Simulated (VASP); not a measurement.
Write the native input for VASP 6.6.1 that does the following.

```yaml
Task: relaxation of volume and atoms at fixed shape
Functional: PBEsol
Potentials_or_basis: VASP PAW PBE potentials, release 64 (Ir)
Cutoff: 600 eV
k_mesh: 10 × 10 × 10
Occupations: fermi-dirac, width 0.05 eV
Spin: no spin polarisation
Dipole_correction: no
Further_INCAR_settings: ALGO = Normal; EDIFF = 1e-06; IBRION = 2; EDIFFG = -0.02; NSW = 80; ISIF = 8
```

The structure of Ir lies in POSCAR:

```
Ir
1.0
    0.0000000000      1.9156000000      1.9156000000
    1.9156000000      0.0000000000      1.9156000000
    1.9156000000      1.9156000000      0.0000000000
Ir
1
Direct
    0.0000000000      0.0000000000      0.0000000000
```

These files were run (other wordings do the same):

INCAR

```
PREC = Accurate
ENCUT = 600
EDIFF = 1E-6
ISMEAR = -1
SIGMA = 0.05
LREAL = F
LASPH = T
NELM = 80
ALGO = Normal
ISIF = 8
LWAVE = F
LCHARG = F
GGA = PS
IBRION = 2
NSW = 80
EDIFFG = -0.02
```

KPOINTS

```
Automatic mesh
0
Gamma
  10 10 10
```

Potentials or basis: VASP PAW PBE potentials, release 64 (Ir).

Command:

```bash
$ cat potpaw_PBE.64/Ir/POTCAR > POTCAR
$ mpirun -np 1 vasp_std > vasp.out
```

It gave:

| Quantity | Value |
| --- | --- |
| Relaxed volume | 14.09 Å³/atom |
| Relaxed cell | a = 2.711 Å, b = 2.711 Å, c = 2.711 Å, α = 60.00°, β = 60.00°, γ = 60.00° |
| Space group after relaxing (to 0.05 Å) | Fm-3m (No. 225) |
| Energy gained by relaxing | 0.1 meV/atom |
| Ionic steps | 3 |
| Pressure after relaxing | 0.0 GPa |

Caveat: the PAW data sets were made with another functional, which shifts forces and pressure a little.

It took 6.1 s on 1 thread of Intel(R) Xeon(R) 6975P-C (Granite Rapids) (shared host), peak memory 0.14 GiB.
